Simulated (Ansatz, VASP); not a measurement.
Two plane-wave programs on Mg

```
CELL_PARAMETERS angstrom
3.06202 0.00000 0.00000
-1.53101 2.65178 0.00000
0.00000 0.00000 4.97152
ATOMIC_POSITIONS crystal
Mg 0.33333 0.66667 0.25000
Mg 0.66667 0.33333 0.75000
```

Alike in both runs: task single point; functional PBE; k mesh 19 × 19 × 10; occupations fermi-dirac, width 0.1 eV; no spin polarisation.

```csv
,VASP,Ansatz
version,VASP 6.6.1,Ansatz 0.2.0
potentials or method,"VASP PAW PBE potentials, release 64 (Mg), cutoff 520 eV","plane waves (420 eV) with PAW, scalar-relativistic"
valence electrons in the cell,4,20
```

Ansatz gave:

- pressure (GPa): 6.0
- traceless stress, the component that is largest in VASP (GPa): -0.10

Q: What did VASP give for the same quantities?

A: Pressure (GPa): 5.9; traceless stress, the component that is largest in VASP (GPa): -0.10.

VASP's potentials hold 4 valence electrons a cell and Ansatz's 20, so a difference there can come from the potentials and not from the codes.
